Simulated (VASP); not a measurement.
# Cd (Im-3m) in VASP: further runs

Cd is run at these levels: LDA; tasks: single point, relaxation of cell and atoms.

All numbers are computed with VASP 6.6.1; they aren't measurements. Logs are shortened: lines on timing, memory, paths and dates and some standing lists are left out, and cuts for length are marked.

### Step 1. The cell of the first run

Symmetry: Im-3m, No. 229, cubic system. Conventional cell: a = 3.310 Å, b = 3.310 Å, c = 3.310 Å, α = 90.00°, β = 90.00°, γ = 90.00°. Cd (site symmetry m-3m) has 14 Cd at 2.87 to 3.31 Å within 3.8 Å.

This isn't the form of Cd at room conditions, which is hcp.

### Step 2. Single point, LDA

INCAR reads:

```
SYSTEM = Cd
PREC = Accurate
ENCUT = 630
EDIFF = 1E-6
ISMEAR = 0
SIGMA = 0.05
LREAL = .FALSE.
LASPH = .TRUE.
NELM = 120
ALGO = Normal
ISIF = 2
LWAVE = .FALSE.
LCHARG = .FALSE.
GGA = CA
NBANDS = 16
GGA_COMPAT = .FALSE.
```

KPOINTS reads:

```
regular mesh
0
G
  19 19 19
  0 0 0
```

POSCAR reads:

```
Cd
1.0
   -1.6550682557      1.6550682557      1.6550682557
    1.6550682557     -1.6550682557      1.6550682557
    1.6550682557      1.6550682557     -1.6550682557
Cd
1
Direct
    0.0000000000      0.0000000000      0.0000000000
```

Potentials or basis: VASP PAW LDA potentials, release 64 (Cd_sv_GW).

Run with:

```console
$ cat potpaw_LDA.64/Cd_sv_GW/POTCAR > POTCAR
$ mpirun -np 1 vasp_std > vasp.out
```

OUTCAR:

```text
SYSTEM = Cd
   PREC = Accurate
   ENCUT = 630
   EDIFF = 1E-6
   ISMEAR = 0
   LREAL = .FALSE.
   LASPH = .TRUE.
   NELM = 120
   ISIF = 2
   GGA = CA

 ion  position               nearest neighbor table
   1  0.000  0.000  0.000-

  LATTYP: Found a body centered cubic cell.
 ALAT       =     3.3101365114

  Lattice vectors:

 A1 = (  -1.6550682557,   1.6550682557,   1.6550682557)
 A2 = (   1.6550682557,  -1.6550682557,   1.6550682557)
 A3 = (   1.6550682557,   1.6550682557,  -1.6550682557)

Analysis of symmetry for initial positions (statically):
=====================================================================
 Subroutine PRICEL returns:
 Original cell was already a primitive cell.

 Routine SETGRP: Setting up the symmetry group for a
 body centered cubic supercell.

 Subroutine GETGRP returns: Found 48 space group operations
 (whereof 48 operations were pure point group operations)
 out of a pool of 48 trial point group operations.

The static configuration has the point symmetry O_h .

Analysis of symmetry for dynamics (positions and initial velocities):
=====================================================================
 Subroutine PRICEL returns:
 Original cell was already a primitive cell.

 Routine SETGRP: Setting up the symmetry group for a
 body centered cubic supercell.

 Subroutine GETGRP returns: Found 48 space group operations
 (whereof 48 operations were pure point group operations)
 out of a pool of 48 trial point group operations.

The dynamic configuration has the point symmetry O_h .

 Subroutine INISYM returns: Found 48 space group operations
 (whereof 48 operations are pure point group operations),
 and found     1 'primitive' translations

----------------------------------------------------------------------------------------

                                     Primitive cell

  volume of cell :      18.1346

  direct lattice vectors                    reciprocal lattice vectors
    -1.655068256  1.655068256  1.655068256     0.000000000  0.302102344  0.302102344
     1.655068256 -1.655068256  1.655068256     0.302102344  0.000000000  0.302102344
     1.655068256  1.655068256 -1.655068256     0.302102344  0.302102344  0.000000000

  length of vectors
     2.866662309  2.866662309  2.866662309     0.427237233  0.427237233  0.427237233

  position of ions in fractional coordinates (direct lattice)
     0.000000000  0.000000000  0.000000000

  ion indices of the primitive-cell ions
   primitive index   ion index
                 1           1

----------------------------------------------------------------------------------------

 KPOINTS: regular mesh

Automatic generation of k-mesh.
 Grid dimensions read from file:
 generate k-points for:   19   19   19

 Generating k-lattice:

  Cartesian coordinates                     Fractional coordinates (reciprocal lattice)
     0.000000000  0.015900123  0.015900123     0.052631579  0.000000000  0.000000000
     0.015900123  0.000000000  0.015900123     0.000000000  0.052631579  0.000000000
     0.015900123  0.015900123  0.000000000     0.000000000  0.000000000  0.052631579

  Length of vectors
     0.022486170  0.022486170  0.022486170

  Shift w.r.t. Gamma in fractional coordinates (k-lattice)
     0.000000000  0.000000000  0.000000000

 Subroutine IBZKPT returns following result:
 ===========================================

 Found    220 irreducible k-points:

 Following reciprocal coordinates:
            Coordinates               Weight
  0.000000  0.000000  0.000000      1.000000
  0.052632  0.000000  0.000000     12.000000
  0.105263  0.000000  0.000000     12.000000
  0.157895  0.000000  0.000000     12.000000
  0.210526  0.000000  0.000000     12.000000
  0.263158  0.000000  0.000000     12.000000
[... 16 lines left out ...]
  0.263158  0.105263  0.000000     48.000000
  0.315789  0.105263  0.000000     48.000000
 [... further k-points ...]
   k-points           NKPTS =    220   k-points in BZ     NKDIM =    220   number of bands    NBANDS=     16
   number of dos      NEDOS =    301   number of ions     NIONS =      1
   total plane-waves  NPLWV =  13824
   dimension x,y,z NGX =    24 NGY =   24 NGZ =   24
   dimension x,y,z NGXF=    48 NGYF=   48 NGZF=   48
   ions per type =               1
   NGX,Y,Z   is equivalent  to a cutoff of  13.92, 13.92, 13.92 a.u.
   NGXF,Y,Z  is equivalent  to a cutoff of  27.84, 27.84, 27.84 a.u.
 SYSTEM =  Cd
   PREC   = accura    normal or accurate (medium, high low for compatibility)
   ISTART =      0    job   : 0-new  1-cont  2-samecut
   ICHARG =      2    charge: 1-file 2-atom 10-const
   ISPIN  =      1    spin polarized calculation?
   LNONCOLLINEAR =      F non collinear calculations
   LSORBIT =      F    spin-orbit coupling
   LASPH  =      T    aspherical Exc in radial PAW
   ENCUT  =  630.0 eV  46.30 Ry    6.80 a.u.   5.87  5.87  5.87*2*pi/ulx,y,z
   NELM   =    120;   NELMIN=  2; NELMDL= -5     # of ELM steps
   EDIFF  = 0.1E-05   stopping-criterion for ELM
   LREAL  =      F    real-space projection
   EDIFFG = 0.1E-04   stopping-criterion for IOM
   NSW    =      0    number of steps for IOM
   IBRION =     -1    ionic relax: 0-MD 1-quasi-New 2-CG
   NFREE  =      0    steps in history (QN), initial steepest desc. (CG)
   ISIF   =      2    stress and relaxation
   ISYM   =      2    0-nonsym 1-usesym 2-fastsym
   POTIM  = 0.5000    time-step for ionic-motion
   TEBEG  =    0.0;   TEEND  =   0.0 temperature during run
   PSTRESS=    0.0 pullay stress
   NELECT =      20.0000    total number of electrons
   NUPDOWN=      -1.0000    fix difference up-down
   EMIN   =  10.00;   EMAX   =-10.00  energy-range for DOS
   EFERMI =   0.00;   METHOD = LEGACY
   ISMEAR =     0;   SIGMA  =   0.05  broadening in eV -4-tet -1-fermi 0-gaus
   EFERMI_NEDOS =   21; number of points for ismear=-14 and -15
   IALGO  =     38    algorithm
   IMIX   =      4    mixing-type and parameters
     AMIX     =   0.40;   BMIX     =  1.00
     AMIX_MAG =   1.60;   BMIX_MAG =  1.00
  volume/ion in A,a.u.               =      18.13       122.38
  Fermi-wavevector in a.u.,A,eV,Ry     =   1.691410  3.196302 38.924475  2.860868
  Thomas-Fermi vector in A             =   2.773182
   LORBIT       =      0    0 simple, 1 ext, 2 COOP (PROOUT), +10 PAW based schemes
   GGA     = CA    functional components
   LHFCALC =     F    Hartree Fock is set to
   AEXX    =    0.0000 exact exchange contribution
   IVDW    =     0    specifies the selected vdW correction
   LEPSILON=     F    determine dielectric tensor
   LRPA    =     F    only Hartree local field effects (RPA)
 non-spin polarized calculation
 Gauss-broadening in eV      SIGMA  =   0.05
  energy-cutoff  :      630.00
  volume of cell :       18.13
 maximum number of plane-waves:       682
   NGX = 11   NGY = 11   NGZ = 11

 number of electron      20.0000014 magnetization

 Free energy of the ion-electron system (eV)
  ---------------------------------------------------
  ext. energy  EPLUGINS =         0.00000000
  ---------------------------------------------------
  free energy    TOTEN  =        -1.38498277 eV

  energy without entropy =       -1.38451629  energy(sigma->0) =       -1.38474953

 E-fermi :   8.5190     XC(G=0): -12.7017

 val. band max:        8.5124650301   @ k =  -0.4211  -0.4211   0.1053
 cond. band min:       8.5265097138   @ k =  -0.4737   0.4737   0.1579
 fundamental gap:      0.0140446838
 Fermi energy:         8.5189557098

 k-point     1 :       0.0000    0.0000    0.0000
  band No.  band energies     occupation
      1     -94.5580      2.00000
      2     -55.8855      2.00000
      3     -55.8855      2.00000
      4     -55.8855      2.00000
      5      -2.1148      2.00000
      6      -1.5901      2.00000
[... 8 lines left out ...]
     15      27.2981      0.00000
     16      27.2981      0.00000

 k-point     2 :       0.0526    0.0000    0.0000
  band No.  band energies     occupation
      1     -94.5578      2.00000
      2     -55.8880      2.00000
      3     -55.8865      2.00000
      4     -55.8856      2.00000
      5      -2.0308      2.00000
      6      -1.6044      2.00000
[... 8 lines left out ...]
     15      26.6154      0.00000
     16      26.6958      0.00000

 k-point     3 :       0.1053    0.0000    0.0000
  band No.  band energies     occupation
      1     -94.5571      2.00000
      2     -55.8946      2.00000
      3     -55.8891      2.00000
      4     -55.8855      2.00000
      5      -1.8370      2.00000
      6      -1.6453      2.00000
[... 8 lines left out ...]
     15      25.4686      0.00000
     16      25.9922      0.00000

 k-point     4 :       0.1579    0.0000    0.0000
  band No.  band energies     occupation
      1     -94.5561      2.00000
      2     -55.9049      2.00000
      3     -55.8929      2.00000
      4     -55.8854      2.00000
      5      -1.7765      2.00000
      6      -1.7079      2.00000
[... 8 lines left out ...]
     15      24.9175      0.00000
     16      26.0596      0.00000
[... 324 lines left out ...]
 k-point    22 :       0.2105    0.1053    0.0000
  band No.  band energies     occupation
      1     -94.5530      2.00000
      2     -55.9343      2.00000
      3     -55.9027      2.00000
      4     -55.8883      2.00000
      5      -1.9115      2.00000
      6      -1.7783      2.00000
[... 8 lines left out ...]
     15      26.8915      0.00000
     16      26.9820      0.00000

 k-point    23 :       0.2632    0.1053    0.0000
  band No.  band energies     occupation
      1     -94.5517      2.00000
      2     -55.9459      2.00000
      3     -55.9085      2.00000
      4     -55.8882      2.00000
      5      -2.0106      2.00000
      6      -1.8760      2.00000
[... 8 lines left out ...]
     15      26.8793      0.00000
     16      27.6100      0.00000

 k-point    24 :       0.3158    0.1053    0.0000
  band No.  band energies     occupation
      1     -94.5506      2.00000
      2     -55.9558      2.00000
      3     -55.9136      2.00000
      4     -55.8881      2.00000
      5      -2.1121      2.00000
      6      -1.9520      2.00000
[... 8 lines left out ...]
     15      26.8010      0.00000
     16      28.2745      0.00000

 [... further k-points ...]

------------------------ aborting loop because EDIFF is reached ----------------------------------------

  FORCE on cell =-STRESS in cart. coord.  units (eV):
  Direction    XX          YY          ZZ          XY          YZ          ZX
  --------------------------------------------------------------------------------------
  -------------------------------------------------------------------------------------
  Total        1.1395363      1.1395363      1.1395363     -0.0000000      0.0000000     -0.0000000
  in kB      100.6771788    100.6771788    100.6771788     -0.0000000      0.0000000     -0.0000000
  external PRESSURE =     100.6771788 kB  Pullay stress =       0.0000000 kB

 VOLUME and BASIS-vectors are now :
 -----------------------------------------------------------------------------
  energy-cutoff  :      630.00
  volume of cell :       18.13
      direct lattice vectors                 reciprocal lattice vectors
    -1.655068256  1.655068256  1.655068256     0.000000000  0.302102344  0.302102344
     1.655068256 -1.655068256  1.655068256     0.302102344  0.000000000  0.302102344
     1.655068256  1.655068256 -1.655068256     0.302102344  0.302102344  0.000000000

 POSITION                                       TOTAL-FORCE (eV/Angst)
 -----------------------------------------------------------------------------------
      0.00000      0.00000      0.00000         0.000000      0.000000      0.000000
 -----------------------------------------------------------------------------------
    total drift:                                0.000000      0.000000      0.000000

  FREE ENERGIE OF THE ION-ELECTRON SYSTEM (eV)
  ---------------------------------------------------
  free  energy   TOTEN  =        -1.3849827695 eV

  energy  without entropy=       -1.3845162877  energy(sigma->0) =       -1.38474953
```

It took 32 s on 1 thread of Intel Xeon Platinum 8375C at 2.90GHz (Ice Lake), shared host; peak memory 0.22 GiB.

What came out:

- Free energy: -1.3850 eV
- Pressure: 10.1 GPa
- Band gap on the k mesh: zero (bands 10 and 11 overlap by 3.62 eV)

Caveat: the cell stands under pressure.

### Step 3. Relaxation of cell and atoms, LDA

This run uses another cell than the first one, of 21.62 Å³/atom.

INCAR reads:

```
SYSTEM = Cd
  PREC = Accurate
  ENCUT = 630
  EDIFF = 1E-7
  ISMEAR = 0
  SIGMA = 0.05
  LREAL = .FALSE.
  LASPH = .TRUE.
  NELM = 120
  ALGO = Normal
  ISIF = 3
  LWAVE = .FALSE.
  LCHARG = .FALSE.
  GGA = CA
  IBRION = 2
  NSW = 60
  EDIFFG = -0.02
  GGA_COMPAT = .FALSE.
  NELMIN = 4
```

KPOINTS reads:

```
Automatic mesh
0
G
  19 19 19
  0 0 0
```

POSCAR reads:

```
Cd
1.0
   -1.7550000000      1.7550000000      1.7550000000
    1.7550000000     -1.7550000000      1.7550000000
    1.7550000000      1.7550000000     -1.7550000000
Cd
1
Direct
    0.0000000000      0.0000000000      0.0000000000
```

Potentials or basis: VASP PAW LDA potentials, release 64 (Cd_sv_GW).

Run with:

```console
$ cat potpaw_LDA.64/Cd_sv_GW/POTCAR > POTCAR
$ mpirun -np 1 vasp_std > vasp.out
```

Run time: 3.1 min. Hardware: 1 thread of Intel Xeon Platinum 8259CL at 2.50GHz (Skylake/Cascade Lake), shared host; peak memory 0.25 GiB.

Results (log left out):

```yaml
Free_energy: -1.4509 eV
Relaxed_volume: 20.35 Å³/atom
Relaxed_cell: a = 2.979 Å, b = 2.979 Å, c = 2.979 Å, α = 109.47°, β = 109.47°, γ = 109.47°
Space_group_after_relaxing_to_0.1_Å: Im-3m (No. 229)
Energy_gained_by_relaxing: 14.9 meV/atom
Ionic_steps: 3
Pressure_after_relaxing: 0.0 GPa
Band_gap_on_the_k_mesh: zero (bands 10 and 11 overlap by 3.74 eV)
```

Step by step:
```csv
step,energy change (eV),largest force (eV/Å),pressure (GPa),volume (Å³)
1,0.0000,0.0000,-3.57,21.62
2,-0.0145,0.0000,0.70,20.15
3,-0.0149,0.0000,0.00,20.35
```

Final structure:
```yaml
crystal:
  lattice:
    - [-1.71994, 1.71994, 1.71994]
    - [1.71994, -1.71994, 1.71994]
    - [1.71994, 1.71994, -1.71994]
  atoms:
    - { symbol: Cd, position: [0.00000, 0.00000, 0.00000] }
```

Levels at points of the mesh, in eV from the Fermi level:
```
           k point  band 7  band 8  band 9  band 10  band 11  band 12  band 13  band 14
(0.00, 0.00, 0.00)   -9.52   -9.51   -8.76    -8.76    14.95    14.95    14.95    17.12
```

The gap in the log of VASP goes by the Fermi energy; the results here count the filled bands.